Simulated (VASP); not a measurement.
**Na: single point with r2SCAN**

The system is Na.

```
Na
1.0
    -2.11206    2.11206    2.11206
     2.11206   -2.11206    2.11206
     2.11206    2.11206   -2.11206
Na
1
Direct
  0.00000 0.00000 0.00000
```

- Program: VASP 6.6.1
- Task: single point
- Functional: r2SCAN
- Potentials or basis: VASP PAW PBE potentials, release 64 (Na_pv)
- Cutoff: 520 eV
- k mesh: 9 × 9 × 9
- Occupations: fermi-dirac, width 0.05 eV
- Spin: no spin polarisation

| Property | Result |
| --- | --- |
| Pressure | 0.1 GPa |

Levels at points of the mesh, in eV from the Fermi level:
| k point | band 1 | band 2 | band 3 | band 4 | band 5 | band 6 | band 7 | band 8 |
| --- | --- | --- | --- | --- | --- | --- | --- | --- |
| (0.00, 0.00, 0.00) | -26.01 | -26.01 | -26.01 | -3.44 | 12.33 | 12.33 | 12.33 | 13.53 |

Wall time 38 s on 1 thread of Intel(R) Xeon(R) Platinum 8259CL CPU @ 2.50GHz (Skylake/Cascade Lake) (shared host), peak memory 0.15 GiB.

Caveat: the PAW data sets were made with another functional, which shifts forces and pressure a little.
